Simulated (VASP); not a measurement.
Write the native input for VASP 6.6.1 that does the following.

| Property | Result |
| --- | --- |
| Task | single point |
| Functional | PBE |
| Potentials or basis | VASP PAW PBE potentials, release 64 (Si, Li_sv) |
| Cutoff | 520 eV |
| k mesh | 2 × 2 × 2 |
| Occupations | gaussian, width 0.05 eV |
| Spin | collinear spin, zero start |
| Starting moments | [0.0, 0.0, 0.0, 0.0, 0.0, 0.0, 0.0, 0.0, 0.0, 0.0, 0.0, 0.0, 0.0, 0.0, 0.0, 0.0, 0.0] μB |
| Dipole correction | no |
| Further INCAR settings | LREAL = Auto; ALGO = Normal; EDIFF = 1e-06; NBANDS = 52 |

The structure of LiSi16 (a cell with a defect) lies in POSCAR:

```
LiSi16
1.0
    0.0000000000      5.4300000000      5.4300000000
    5.4300000000      0.0000000000      5.4300000000
    5.4300000000      5.4300000000      0.0000000000
Si Li
16 1
Direct
    0.0071533149     -0.0230951197      0.0083255064
    0.1184854512      0.1201777164      0.1196060773
   -0.0109636280      0.0037113260      0.5039739411
    0.1184636280      0.1201814917      0.6424380295
   -0.0016660221      0.4964382136     -0.0005260589
    0.1307890424      0.6060280847      0.1319411602
   -0.0016686924      0.4964355433      0.5064500921
    0.1210178637      0.6301274401      0.6247690608
    0.5028235727      0.0037088398     -0.0098099448
    0.6412675875      0.1201828729      0.1196090239
    0.5028200737      0.0037125230      0.5039707182
    0.6174399632      0.1460631676      0.6185959484
    0.5053015654      0.4964428177     -0.0005279006
    0.6236288214      0.6301297422      0.1221632597
    0.4933912523      0.5182238490      0.4945393186
    0.6236333333      0.6301281768      0.6247666667
    0.2783381215      0.1633082873      0.2795392265
```

The input as run:

INCAR

```
SYSTEM = LiSi16
ALGO     = Normal         ! electronic algorithm
EDIFF    = 1E-6           ! SCF threshold, eV
ENCUT    = 520            ! plane-wave cutoff, eV
GGA      = PE             ! functional
ISIF     = 2              ! what is computed and relaxed
ISMEAR   = 0              ! smearing method
ISPIN    = 2              ! spin polarisation
LASPH    = .TRUE.         ! aspherical terms in the spheres
LCHARG   = .TRUE.         ! write CHGCAR
LELF     = .TRUE.         ! ELF
LORBIT   = 11             ! projections on sites
LREAL    = Auto         
LVHAR    = .TRUE.       
LWAVE    = .FALSE.        ! write WAVECAR
MAGMOM   = 0 0 0 0 0 0 0 0 0 0 0 0 0 0 0 0 0 ! initial moments
NBANDS   = 52             ! bands
NELM     = 150            ! most SCF steps
PREC     = Accurate       ! precision mode
SIGMA    = 0.05           ! smearing width, eV
```

KPOINTS

```
k-points
0
G
  2 2 2
  0 0 0
```

Potentials or basis: VASP PAW PBE potentials, release 64 (Si, Li_sv).

The run is started by

```bash
$ cat potpaw_PBE.64/Si/POTCAR potpaw_PBE.64/Li_sv/POTCAR > POTCAR
$ mpirun -np 1 vasp_std > vasp.out
```

Results of the run:

```yaml
Largest_force: 0.642 eV/Å
Net_moment: 0.00 μB per cell
Valence_electrons_inside_the_program's_atomic_spheres: Si 1.71, 1.69, 1.70; Li 2.13
```

Caveat: the k points lie up to 0.50 Å⁻¹ apart.

Wall time 7.9 min on 1 thread of Intel(R) Xeon(R) Platinum 8488C (Sapphire Rapids), on a shared host, peak memory 0.69 GiB.
